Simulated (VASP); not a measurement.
# HgTe (F-43m) in VASP: further runs

The runs below take HgTe through single point, with r2SCAN+rVV10.

All numbers are computed with VASP 6.6.1; they aren't measurements. Logs are shortened: lines on timing, memory, paths and dates and some standing lists are left out, and cuts for length are marked.

## (1) The cell of the first run

Symmetry: F-43m, No. 216, cubic system. Conventional cell: a = 6.440 Å, b = 6.440 Å, c = 6.440 Å, α = 90.00°, β = 90.00°, γ = 90.00°. Within 3.7 Å of Hg (site symmetry -43m) lie 4 Te at 2.79 Å. Within 3.7 Å of Te (site symmetry -43m) lie 4 Hg at 2.79 Å.

## (2) Single point, r2SCAN+rVV10 (volume scaled by 0.96)

POSCAR

```
HgTe
1.0
    0.0000000000      3.2202048914      3.2202048914
    3.2202048914      0.0000000000      3.2202048914
    3.2202048914      3.2202048914      0.0000000000
Hg Te
1 1
Direct
    0.0000000000      0.0000000000      0.0000000000
    0.2500000000      0.2500000000      0.2500000000
```

INCAR.step1

```
SYSTEM = HgTe
PREC = Accurate
ENCUT = 520
ISMEAR = 0
SIGMA = 0.05
LREAL = .False.
LASPH = .True.
NELM = 80
NBANDS = 16
GGA = PE
ALGO = Normal
EDIFF = 1E-4
LWAVE = .True.
LCHARG = .False.
```

INCAR.step2

```
SYSTEM = HgTe
PREC = Accurate
ENCUT = 520
EDIFF = 1E-6
ISMEAR = 0
SIGMA = 0.05
LREAL = .False.
LASPH = .True.
NELM = 80
ALGO = Normal
ISIF = 2
LWAVE = .False.
LCHARG = .True.
METAGGA = R2SCAN
LMIXTAU = .True.
LUSE_VDW = .True.
IVDW_NL = 2
BPARAM = 11.95
CPARAM = 0.0093
LELF = .True.
LVHAR = .True.
NBANDS = 16
ISTART = 1
```

KPOINTS

```
regular mesh
0
Gamma
  6 6 6
  0 0 0
```

Potentials or basis: VASP PAW PBE potentials, release 64 (Hg, Te).

Started as:

```
$ cat potpaw_PBE.64/Hg/POTCAR potpaw_PBE.64/Te/POTCAR > POTCAR
$ cp INCAR.step1 INCAR
$ mpirun -np 1 vasp_std > vasp.out
$ cp INCAR.step2 INCAR
$ mpirun -np 1 vasp_std > vasp.out
```

OUTCAR:

```text
SYSTEM = HgTe
   PREC = Accurate
   ENCUT = 520
   EDIFF = 1E-6
   ISMEAR = 0
   LREAL = .False.
   LASPH = .True.
   NELM = 80
   ISIF = 2
   METAGGA = R2SCAN
   IVDW_NL = 2
   BPARAM = 11.95
   ISTART = 1

 ion  position               nearest neighbor table
   1  0.000  0.000  0.000-   2 2.79   2 2.79   2 2.79   2 2.79
   2  0.250  0.250  0.250-   1 2.79   1 2.79   1 2.79   1 2.79

  LATTYP: Found a face centered cubic cell.
 ALAT       =     6.4404097828

  Lattice vectors:

 A1 = (   0.0000000000,   3.2202048914,   3.2202048914)
 A2 = (   3.2202048914,   0.0000000000,   3.2202048914)
 A3 = (   3.2202048914,   3.2202048914,   0.0000000000)

Analysis of symmetry for initial positions (statically):
=====================================================================
 Subroutine PRICEL returns:
 Original cell was already a primitive cell.

 Routine SETGRP: Setting up the symmetry group for a
 face centered cubic supercell.

 Subroutine GETGRP returns: Found 24 space group operations
 (whereof 24 operations were pure point group operations)
 out of a pool of 48 trial point group operations.

The static configuration has the point symmetry T_d .

Analysis of symmetry for dynamics (positions and initial velocities):
=====================================================================
 Subroutine PRICEL returns:
 Original cell was already a primitive cell.

 Routine SETGRP: Setting up the symmetry group for a
 face centered cubic supercell.

 Subroutine GETGRP returns: Found 24 space group operations
 (whereof 24 operations were pure point group operations)
 out of a pool of 48 trial point group operations.

The dynamic configuration has the point symmetry T_d .

 Subroutine INISYM returns: Found 24 space group operations
 (whereof 24 operations are pure point group operations),
 and found     1 'primitive' translations

----------------------------------------------------------------------------------------

                                     Primitive cell

  volume of cell :      66.7852

  direct lattice vectors                    reciprocal lattice vectors
     0.000000000  3.220204891  3.220204891    -0.155269623  0.155269623  0.155269623
     3.220204891  0.000000000  3.220204891     0.155269623 -0.155269623  0.155269623
     3.220204891  3.220204891  0.000000000     0.155269623  0.155269623 -0.155269623

  length of vectors
     4.554057431  4.554057431  4.554057431     0.268934876  0.268934876  0.268934876

  position of ions in fractional coordinates (direct lattice)
     0.000000000  0.000000000  0.000000000
     0.250000000  0.250000000  0.250000000

  ion indices of the primitive-cell ions
   primitive index   ion index
                 1           1
                 2           2

----------------------------------------------------------------------------------------

 KPOINTS: regular mesh

Automatic generation of k-mesh.
 Grid dimensions read from file:
 generate k-points for:    6    6    6

 Generating k-lattice:

  Cartesian coordinates                     Fractional coordinates (reciprocal lattice)
    -0.025878271  0.025878271  0.025878271     0.166666667  0.000000000  0.000000000
     0.025878271 -0.025878271  0.025878271     0.000000000  0.166666667  0.000000000
     0.025878271  0.025878271 -0.025878271     0.000000000  0.000000000  0.166666667

  Length of vectors
     0.044822479  0.044822479  0.044822479

  Shift w.r.t. Gamma in fractional coordinates (k-lattice)
     0.000000000  0.000000000  0.000000000

 Subroutine IBZKPT returns following result:
 ===========================================

 Found     16 irreducible k-points:

 Following reciprocal coordinates:
            Coordinates               Weight
  0.000000  0.000000  0.000000      1.000000
  0.166667  0.000000  0.000000      8.000000
  0.333333  0.000000  0.000000      8.000000
  0.500000  0.000000  0.000000      4.000000
  0.166667  0.166667  0.000000      6.000000
  0.333333  0.166667  0.000000     24.000000
[... 8 lines left out ...]
 -0.333333  0.333333  0.166667     24.000000
 -0.333333  0.500000  0.166667     12.000000
   k-points           NKPTS =     16   k-points in BZ     NKDIM =     16   number of bands    NBANDS=     16
   number of dos      NEDOS =    301   number of ions     NIONS =      2
   total plane-waves  NPLWV =  46656
   dimension x,y,z NGX =    36 NGY =   36 NGZ =   36
   dimension x,y,z NGXF=    72 NGYF=   72 NGZF=   72
   ions per type =               1   1
   NGX,Y,Z   is equivalent  to a cutoff of  13.14, 13.14, 13.14 a.u.
   NGXF,Y,Z  is equivalent  to a cutoff of  26.28, 26.28, 26.28 a.u.
 SYSTEM =  HgTe
   PREC   = accura    normal or accurate (medium, high low for compatibility)
   ISTART =      1    job   : 0-new  1-cont  2-samecut
   ICHARG =      0    charge: 1-file 2-atom 10-const
   ISPIN  =      1    spin polarized calculation?
   LNONCOLLINEAR =      F non collinear calculations
   LSORBIT =      F    spin-orbit coupling
   LASPH  =      T    aspherical Exc in radial PAW
   ENCUT  =  520.0 eV  38.22 Ry    6.18 a.u.   8.47  8.47  8.47*2*pi/ulx,y,z
   NELM   =     80;   NELMIN=  2; NELMDL=  0     # of ELM steps
   EDIFF  = 0.1E-05   stopping-criterion for ELM
   LREAL  =      F    real-space projection
   EDIFFG = 0.1E-04   stopping-criterion for IOM
   NSW    =      0    number of steps for IOM
   IBRION =     -1    ionic relax: 0-MD 1-quasi-New 2-CG
   NFREE  =      0    steps in history (QN), initial steepest desc. (CG)
   ISIF   =      2    stress and relaxation
   ISYM   =      2    0-nonsym 1-usesym 2-fastsym
   POTIM  = 0.5000    time-step for ionic-motion
   TEBEG  =    0.0;   TEEND  =   0.0 temperature during run
   PSTRESS=    0.0 pullay stress
   NELECT =      18.0000    total number of electrons
   NUPDOWN=      -1.0000    fix difference up-down
   EMIN   =  10.00;   EMAX   =-10.00  energy-range for DOS
   EFERMI =   0.00;   METHOD = LEGACY
   ISMEAR =     0;   SIGMA  =   0.05  broadening in eV -4-tet -1-fermi 0-gaus
   EFERMI_NEDOS =   21; number of points for ismear=-14 and -15
   IALGO  =     38    algorithm
   IMIX   =      4    mixing-type and parameters
     AMIX     =   0.40;   BMIX     =  1.00
     AMIX_MAG =   1.60;   BMIX_MAG =  1.00
  volume/ion in A,a.u.               =      33.39       225.34
  Fermi-wavevector in a.u.,A,eV,Ry     =   1.057480  1.998347 15.214905  1.118264
  Thomas-Fermi vector in A             =   2.192754
   LORBIT       =      0    0 simple, 1 ext, 2 COOP (PROOUT), +10 PAW based schemes
   METAGGA = R2SCAN    functional components
   LHFCALC =     F    Hartree Fock is set to
   AEXX    =    0.0000 exact exchange contribution
   IVDW_NL    =     2    kernel type
   BPARAM     =11.9500
   IVDW    =     0    specifies the selected vdW correction
   LEPSILON=     F    determine dielectric tensor
   LRPA    =     F    only Hartree local field effects (RPA)
 non-spin polarized calculation
 Gauss-broadening in eV      SIGMA  =   0.05
  energy-cutoff  :      520.00
  volume of cell :       66.79
 maximum number of plane-waves:      1820
 NGX is ok and might be reduce to    36
   NGX = 17   NGY = 17   NGZ = 17

 number of electron      18.0000000 magnetization

 Free energy of the ion-electron system (eV)
  ---------------------------------------------------
  ext. energy  EPLUGINS =         0.00000000
  ---------------------------------------------------
  free energy    TOTEN  =       -74.59521306 eV

  energy without entropy =      -74.59485597  energy(sigma->0) =      -74.59503452

 E-fermi :   2.9968     XC(G=0):  -9.4481

 val. band max:        2.9815880723   @ k =   0.0000   0.0000   0.0000
 cond. band min:       3.9038665713   @ k =   0.5000   0.0000   0.0000
 fundamental gap:      0.9222784990
 Fermi energy:         2.9968165178

 k-point     1 :       0.0000    0.0000    0.0000
  band No.  band energies     occupation
      1      -9.5192      2.00000
      2      -4.7286      2.00000
      3      -4.7286      2.00000
      4      -4.7286      2.00000
      5      -4.1388      2.00000
      6      -4.1388      2.00000
[... 8 lines left out ...]
     15      13.0092      0.00000
     16      13.0092      0.00000

 k-point     2 :       0.1667    0.0000    0.0000
  band No.  band energies     occupation
      1      -9.3750      2.00000
      2      -4.6891      2.00000
      3      -4.6891      2.00000
      4      -4.6672      2.00000
      5      -4.1417      2.00000
      6      -4.1417      2.00000
[... 8 lines left out ...]
     15      11.9287      0.00000
     16      11.9287      0.00000

 k-point     3 :       0.3333    0.0000    0.0000
  band No.  band energies     occupation
      1      -9.0648      2.00000
      2      -4.6197      2.00000
      3      -4.6197      2.00000
      4      -4.3520      2.00000
      5      -4.1321      2.00000
      6      -4.1321      2.00000
[... 8 lines left out ...]
     15      12.2823      0.00000
     16      12.2823      0.00000

 k-point     4 :       0.5000    0.0000    0.0000
  band No.  band energies     occupation
      1      -8.8980      2.00000
      2      -4.5922      2.00000
      3      -4.5922      2.00000
      4      -4.1167      2.00000
      5      -4.1167      2.00000
      6      -3.8102      2.00000
[... 8 lines left out ...]
     15      13.5459      0.00000
     16      13.5459      0.00000
[... 172 lines left out ...]
 k-point    14 :       0.5000    0.3333    0.1667
  band No.  band energies     occupation
      1      -8.8500      2.00000
      2      -4.5419      2.00000
      3      -4.5096      2.00000
      4      -4.3128      2.00000
      5      -4.1131      2.00000
      6      -3.9870      2.00000
[... 8 lines left out ...]
     15      13.7627      0.00000
     16      14.5141      0.00000

 k-point    15 :      -0.3333    0.3333    0.1667
  band No.  band energies     occupation
      1      -8.7369      2.00000
      2      -4.5132      2.00000
      3      -4.4751      2.00000
      4      -4.1946      2.00000
      5      -4.1512      2.00000
      6      -3.6386      2.00000
[... 8 lines left out ...]
     15      13.8375      0.00000
     16      14.5569      0.00000

 k-point    16 :      -0.3333    0.5000    0.1667
  band No.  band energies     occupation
      1      -8.6806      2.00000
      2      -4.4904      2.00000
      3      -4.4137      2.00000
      4      -4.2751      2.00000
      5      -4.1208      2.00000
      6      -3.5059      2.00000
[... 8 lines left out ...]
     15      14.4205      0.00000
     16      14.7189      0.00000

------------------------ aborting loop because EDIFF is reached ----------------------------------------

  FORCE on cell =-STRESS in cart. coord.  units (eV):
  Direction    XX          YY          ZZ          XY          YZ          ZX
  --------------------------------------------------------------------------------------
  -------------------------------------------------------------------------------------
  Total        0.9478622      0.9478622      0.9478622      0.0000000      0.0000000      0.0000000
  in kB       22.7392047     22.7392047     22.7392047      0.0000000      0.0000000      0.0000000
  external PRESSURE =      22.7392047 kB  Pullay stress =       0.0000000 kB

 VOLUME and BASIS-vectors are now :
 -----------------------------------------------------------------------------
  energy-cutoff  :      520.00
  volume of cell :       66.79
      direct lattice vectors                 reciprocal lattice vectors
     0.000000000  3.220204891  3.220204891    -0.155269623  0.155269623  0.155269623
     3.220204891  0.000000000  3.220204891     0.155269623 -0.155269623  0.155269623
     3.220204891  3.220204891  0.000000000     0.155269623  0.155269623 -0.155269623

 POSITION                                       TOTAL-FORCE (eV/Angst)
 -----------------------------------------------------------------------------------
      0.00000      0.00000      0.00000         0.000000      0.000000      0.000000
      1.61010      1.61010      1.61010        -0.000000     -0.000000     -0.000000
 -----------------------------------------------------------------------------------
    total drift:                               -0.000000     -0.000000     -0.000000

  FREE ENERGIE OF THE ION-ELECTRON SYSTEM (eV)
  ---------------------------------------------------
  free  energy   TOTEN  =       -74.5952130632 eV

  energy  without entropy=      -74.5948559745  energy(sigma->0) =      -74.59503452
```

Wall time 3.4 min (1 thread of Intel Xeon Platinum 8488C (Sapphire Rapids), shared host); peak memory 0.39 GiB.

Results:

```
Free energy            : -74.5952 eV
Pressure               : 2.3 GPa
Band gap on the k mesh : zero (filled and empty bands touch)
```

Levels at points of the mesh, in eV from the Fermi level:
| k point | band 7 | band 8 | band 9 | band 10 | band 11 | band 12 |
| --- | --- | --- | --- | --- | --- | --- |
| (0.00, 0.00, 0.00) | -0.42 | -0.02 | -0.02 | -0.02 | 4.50 | 4.50 |
| (0.50, 0.00, 0.00) | -5.77 | -1.07 | -1.07 | 0.91 | 5.31 | 5.31 |
| (0.50, 0.50, 0.00) | -5.68 | -2.44 | -2.44 | 2.02 | 2.60 | 8.66 |

Caveat: the PAW data sets were made with another functional, which shifts forces and pressure a little; spin-orbit coupling is left out, which moves the levels of the heavy elements.

## (3) Single point, r2SCAN+rVV10 (volume scaled by 0.98)

POSCAR

```
HgTe
1.0
    0.0000000000      3.2424139028      3.2424139028
    3.2424139028      0.0000000000      3.2424139028
    3.2424139028      3.2424139028      0.0000000000
Hg Te
1 1
Direct
    0.0000000000      0.0000000000      0.0000000000
    0.2500000000      0.2500000000      0.2500000000
```

INCAR.step1

```
ALGO     = Normal         # electronic algorithm
EDIFF    = 1E-4           # SCF threshold, eV
ENCUT    = 520            # plane-wave cutoff, eV
GGA      = PE             # functional
ISMEAR   = 0              # smearing method
LASPH    = True           # aspherical terms in the spheres
LCHARG   = False          # write CHGCAR
LREAL    = False          # projectors in reciprocal space
LWAVE    = True           # write WAVECAR
NBANDS   = 16             # bands
NELM     = 80             # most SCF steps
PREC     = Accurate       # precision mode
SIGMA    = 0.05           # smearing width, eV
```

INCAR.step2

```
ALGO     = Normal         # electronic algorithm
BPARAM   = 11.95        
CPARAM   = 0.0093       
EDIFF    = 1E-6           # SCF threshold, eV
ENCUT    = 520            # plane-wave cutoff, eV
ISIF     = 2              # what is computed and relaxed
ISMEAR   = 0              # smearing method
ISTART   = 1            
IVDW_NL  = 2            
LASPH    = True           # aspherical terms in the spheres
LCHARG   = False          # write CHGCAR
LMIXTAU  = True         
LREAL    = False          # projectors in reciprocal space
LUSE_VDW = True         
LWAVE    = False          # write WAVECAR
METAGGA  = R2SCAN         # meta-GGA
NBANDS   = 16             # bands
NELM     = 80             # most SCF steps
PREC     = Accurate       # precision mode
SIGMA    = 0.05           # smearing width, eV
```

KPOINTS

```
k-points
0
Gamma
  6 6 6
```

Potentials or basis: VASP PAW PBE potentials, release 64 (Hg, Te).

Started as:

```
$ cat potpaw_PBE.64/Hg/POTCAR potpaw_PBE.64/Te/POTCAR > POTCAR
$ cp INCAR.step1 INCAR
$ mpirun -np 1 vasp_std > vasp.out
$ cp INCAR.step2 INCAR
$ mpirun -np 1 vasp_std > vasp.out
```

Wall time 2.8 min (1 thread of Intel Xeon Platinum 8488C (Sapphire Rapids), shared host); peak memory 0.39 GiB.

Results (log left out):

```yaml
Free_energy: -74.6106 eV
Pressure: 1.2 GPa
Band_gap_on_the_k_mesh: zero (filled and empty bands touch)
```

Levels at points of the mesh, in eV from the Fermi level:
| k point | band 6 | band 7 | band 8 | band 9 | band 10 | band 11 | band 12 | band 13 |
| --- | --- | --- | --- | --- | --- | --- | --- | --- |
| (0.00, 0.00, 0.00) | -7.04 | -0.48 | -0.02 | -0.02 | -0.02 | 4.54 | 4.54 | 4.54 |
| (0.50, 0.00, 0.00) | -6.72 | -5.62 | -1.02 | -1.02 | 0.90 | 5.33 | 5.33 | 7.02 |
| (0.50, 0.50, 0.00) | -6.56 | -5.56 | -2.34 | -2.34 | 2.03 | 2.65 | 8.57 | 9.37 |

Caveat: the PAW data sets were made with another functional, which shifts forces and pressure a little; spin-orbit coupling is left out, which moves the levels of the heavy elements.

(Part 1 of 2 ends here.)
